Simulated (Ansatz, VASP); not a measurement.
Al3Si2B: VASP beside Ansatz

The input INCAR:

```
PREC = Accurate
ENCUT = 600
EDIFF = 1E-6
ISMEAR = 0
SIGMA = 0.1
LREAL = F
LASPH = T
NELM = 60
ALGO = Normal
ISIF = 3
LWAVE = F
LCHARG = F
GGA = PE
IBRION = 2
NSW = 100
EDIFFG = -0.01
```

KPOINTS

```
Automatic mesh
0
Gamma
  10 10 10
```

POSCAR

```
Al3Si2B
1.0
    0.0000000000      4.5918615445      5.0955865954
    2.3956796188      0.0000000000      5.0955865954
    2.3956796188      4.5918615445      0.0000000000
Al Si B
3 2 1
Direct
    0.2059606350      0.2059606350      0.7940393650
    0.7940393650      0.7940393650      0.2059606350
    0.5000000000      0.5000000000      0.5000000000
    0.7884482704      0.2115517296      0.7884482704
    0.2115517296      0.7884482704      0.2115517296
    0.0000000000      0.0000000000      0.0000000000
```

Input for Ansatz:

```yaml
crystal:
  lattice:
    - [0.0, 4.5918615445, 5.0955865954]
    - [2.3956796188, 0.0, 5.0955865954]
    - [2.3956796188, 4.5918615445, 0.0]
  atoms:
    - { symbol: Al, position: [0.205960635, 0.205960635, 0.794039365] }
    - { symbol: Al, position: [0.794039365, 0.794039365, 0.205960635] }
    - { symbol: Al, position: [0.5, 0.5, 0.5] }
    - { symbol: Si, position: [0.7884482704, 0.2115517296, 0.7884482704] }
    - { symbol: Si, position: [0.2115517296, 0.7884482704, 0.2115517296] }
    - { symbol: B, position: [0.0, 0.0, 0.0] }
basis:
  ecutwfc: 420
kpoints:
  mp_grid: { grid: [10, 10, 10] }
hamiltonian:
  xc: pbe
scf:
  occupations: { method: gaussian, width: 0.1 }
output:
  forces: true
  stress: true
  eigenvalues: true
relax:
  adjacent_minimum: "off"
  f_tol: 0.01
  max_steps: 80
  cell: { stress_tol: 0.05 }
```

Alike in both runs: task relaxation of cell and atoms; functional PBE; k mesh 10 × 10 × 10; occupations gaussian, width 0.1 eV; no spin polarisation.

|  | VASP | Ansatz |
| --- | --- | --- |
| version | VASP 6.6.1 | Ansatz 0.2.0 |
| potentials or method | VASP PAW PBE potentials, release 64 (Al, Si, B), cutoff 600 eV | scalar-relativistic, plane waves, PAW |
| valence electrons in the cell | 20 | 20 |

|  | VASP | Ansatz | Ansatz less VASP |
| --- | --- | --- | --- |
| gap on the k mesh at the Fermi level, each at its own relaxed structure (eV) | none | none | - |
| relaxed volume (Å³/atom) | 18.82 | 18.84 | +0.012 |
| relaxed length of the cell vector where the two differ most in proportion (Å) | 5.682 | 5.684 | +0.0018 |

A gap of «none» marks a metal or a gap that the smearing closes.
